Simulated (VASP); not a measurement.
# KCl in VASP: further runs, part 2 of 2

VASP 6.6.1.

## 4. Single point, PBE (shear xy strain +1.5%)

INCAR reads:

```
SYSTEM = KCl
ALGO = Normal
EDIFF = 1E-6
ENCUT = 520
GGA = PE
ISIF = 2
ISMEAR = -1
LASPH = .TRUE.
LCHARG = .FALSE.
LREAL = .FALSE.
LWAVE = .FALSE.
NBANDS = 15
NELM = 60
PREC = Accurate
SIGMA = 0.02
```

KPOINTS reads:

```
k-points
0
G
  8 8 8
  0 0 0
```

POSCAR reads:

```
KCl
1.0
    3.7711682906      0.0279066454      0.0000000000
    0.0279066454      3.7711682906      0.0000000000
    0.0000000000      0.0000000000      3.7711682906
K Cl
1 1
Direct
    0.0000000000      0.0000000000      0.0000000000
    0.5000000000      0.5000000000      0.5000000000
```

Potentials or basis: VASP PAW PBE potentials, release 64 (K_sv, Cl).

Run with:

```console
cat potpaw_PBE.64/K_sv/POTCAR potpaw_PBE.64/Cl/POTCAR > POTCAR
mpirun -np 1 vasp_std > vasp.out
```

OUTCAR:

```text
SYSTEM = KCl
   EDIFF = 1E-6
   ENCUT = 520
   GGA = PE
   ISIF = 2
   ISMEAR = -1
   LASPH = .TRUE.
   LREAL = .FALSE.
   NELM = 60
   PREC = Accurate

 ion  position               nearest neighbor table
   1  0.000  0.000  0.000-
   2  0.500  0.500  0.500-

  LATTYP: Found a base centered orthorhombic cell.
 ALAT       =     5.2937713862
 B/A-ratio  =     1.0149103365
 C/A-ratio  =     0.7123783812

  Lattice vectors:

 A1 = (  -0.0279066454,  -3.7711682906,   0.0000000000)
 A2 = (   3.7711682906,   0.0279066454,   0.0000000000)
 A3 = (   0.0000000000,   0.0000000000,   3.7711682906)

Analysis of symmetry for initial positions (statically):
=====================================================================
 Subroutine PRICEL returns:
 Original cell was already a primitive cell.

 Routine SETGRP: Setting up the symmetry group for a
 base centered orthorhombic supercell.

 Subroutine GETGRP returns: Found  8 space group operations
 (whereof  8 operations were pure point group operations)
 out of a pool of  8 trial point group operations.

The static configuration has the point symmetry D_2h.

Analysis of symmetry for dynamics (positions and initial velocities):
=====================================================================
 Subroutine PRICEL returns:
 Original cell was already a primitive cell.

 Routine SETGRP: Setting up the symmetry group for a
 base centered orthorhombic supercell.

 Subroutine GETGRP returns: Found  8 space group operations
 (whereof  8 operations were pure point group operations)
 out of a pool of  8 trial point group operations.

The dynamic configuration has the point symmetry D_2h.

 Subroutine INISYM returns: Found  8 space group operations
 (whereof  8 operations are pure point group operations),
 and found     1 'primitive' translations

----------------------------------------------------------------------------------------

                                     Primitive cell

  volume of cell :      53.6295

[... 111 lines left out ...]
  Thomas-Fermi vector in A             =   2.230201
   LORBIT       =      0    0 simple, 1 ext, 2 COOP (PROOUT), +10 PAW based schemes
   GGA     = PE    functional components
   LHFCALC =     F    Hartree Fock is set to
   AEXX    =    0.0000 exact exchange contribution
   IVDW    =     0    specifies the selected vdW correction
   LEPSILON=     F    determine dielectric tensor
   LRPA    =     F    only Hartree local field effects (RPA)
 non-spin polarized calculation
  energy-cutoff  :      520.00
  volume of cell :       53.63
 maximum number of plane-waves:      1468
   NGX = 15   NGY = 15   NGZ = 15

 number of electron      16.0000004 magnetization

 Free energy of the ion-electron system (eV)
  ---------------------------------------------------
  ext. energy  EPLUGINS =         0.00000000
  ---------------------------------------------------
  free energy    TOTEN  =        -6.64490306 eV

  energy without entropy =       -6.64490306  energy(sigma->0) =       -6.64490306

 E-fermi :  -0.1115     XC(G=0):  -8.3061

 val. band max:       -0.5624137620   @ k =   0.5000   0.5000   0.0000
 cond. band min:       4.4668906520   @ k =   0.0000   0.0000   0.0000
 fundamental gap:      5.0293044140
 Fermi energy:        -0.1115211016

 k-point     1 :       0.0000    0.0000    0.0000
  band No.  band energies     occupation
      1     -28.5331      2.00000
      2     -13.2325      2.00000
      3     -11.9093      2.00000
      4     -11.9086      2.00000
      5     -11.9082      2.00000
      6      -0.7831      2.00000
      7      -0.7756      2.00000
      8      -0.7678      2.00000
      9       4.4669      0.00000
     10       5.9584      0.00000
     11       5.9599      0.00000
     12      10.1796      0.00000
     13      10.2196      0.00000
     14      10.2674      0.00000
[... 401 lines left out ...]
      2     -13.3069      2.00000
      3     -11.9624      2.00000
      4     -11.8859      2.00000
      5     -11.7983      2.00000
      6      -1.6953      2.00000
      7      -1.0083      2.00000
      8      -0.7708      2.00000
      9       5.9412      0.00000
     10       6.6612      0.00000
     11       7.2959      0.00000
     12       9.6576      0.00000
     13       9.8325      0.00000
     14      10.6472      0.00000
     15      11.8300      0.00000

 [... further k-points ...]
[... 5 lines left out ...]
  --------------------------------------------------------------------------------------
  -------------------------------------------------------------------------------------
  Total        0.3684097      0.3684097      0.3687643     -0.0351352      0.0000000      0.0000000
  in kB       11.0062078     11.0062078     11.0168006     -1.0496615      0.0000000      0.0000000
  external PRESSURE =      11.0097388 kB  Pullay stress =       0.0000000 kB

 VOLUME and BASIS-vectors are now :
 -----------------------------------------------------------------------------
  energy-cutoff  :      520.00
  volume of cell :       53.63
      direct lattice vectors                 reciprocal lattice vectors
     3.771168291  0.027906645  0.000000000     0.265184337 -0.001962364  0.000000000
     0.027906645  3.771168291  0.000000000    -0.001962364  0.265184337  0.000000000
     0.000000000  0.000000000  3.771168291     0.000000000  0.000000000  0.265169816

 POSITION                                       TOTAL-FORCE (eV/Angst)
 -----------------------------------------------------------------------------------
      0.00000      0.00000      0.00000         0.000000      0.000000      0.000000
      1.89954      1.89954      1.88558        -0.000000      0.000000      0.000000
 -----------------------------------------------------------------------------------
    total drift:                               -0.000000      0.000000      0.000000

  FREE ENERGIE OF THE ION-ELECTRON SYSTEM (eV)
  ---------------------------------------------------
  free  energy   TOTEN  =        -6.6449030587 eV

  energy  without entropy=       -6.6449030587  energy(sigma->0) =       -6.64490306
```

It took 22 s on 1 thread of Intel Xeon 6975P-C (Granite Rapids), shared host; peak memory 0.21 GiB.

What came out:

```
Free energy            : -6.6449 eV
Pressure               : 1.1 GPa
Band gap on the k mesh : 5.03 eV, indirect (least direct gap 5.23 eV)
```

Levels at points of the mesh, in eV from the valence-band top:
| k point | band 5 | band 6 | band 7 | band 8 | band 9 | band 10 | band 11 | band 12 |
| --- | --- | --- | --- | --- | --- | --- | --- | --- |
| (0.00, 0.00, 0.00) | -11.35 | -0.22 | -0.21 | -0.21 | 5.03 | 6.52 | 6.52 | 10.74 |
| (0.50, 0.00, 0.00) | -11.18 | -1.90 | -0.24 | -0.24 | 7.95 | 7.97 | 8.54 | 10.16 |
| (0.50, 0.50, 0.00) | -11.28 | -1.29 | -1.26 | 0.00 | 6.22 | 7.35 | 8.98 | 9.00 |
| (0.00, 0.00, 0.50) | -11.18 | -1.90 | -0.26 | -0.21 | 7.95 | 7.97 | 8.54 | 10.16 |
| (0.50, 0.00, 0.50) | -11.28 | -1.27 | -1.27 | 0.00 | 6.22 | 7.35 | 8.99 | 8.99 |
| (0.50, 0.50, 0.50) | -11.54 | -1.44 | -1.44 | -1.43 | 8.91 | 8.98 | 9.06 | 10.06 |

Caveat: the cell differs from its parent crystal (shear xy strain +1.5%).

## 5. Summary

```csv
cell,gap on the mesh (eV),pressure (GPa)
"a = 3.663, b = 3.663, c = 3.771 Å, 2 atoms",5.24,2.7
"a = 3.758, b = 3.771, c = 3.771 Å, 2 atoms",5.03,1.2
"a = 3.771 Å, angles 90.0, 90.0, 89.2°, 2 atoms",5.03,1.1
```

Alike in all rows: task single point; level PBE; potentials or basis VASP PAW PBE potentials, release 64 (K_sv, Cl); no spin polarisation; k mesh 8 × 8 × 8; cutoff (eV) 520; smearing fermi-dirac 0.02 eV.

Total energies depend on the potentials used, so only differences within one code and one set of settings carry meaning.
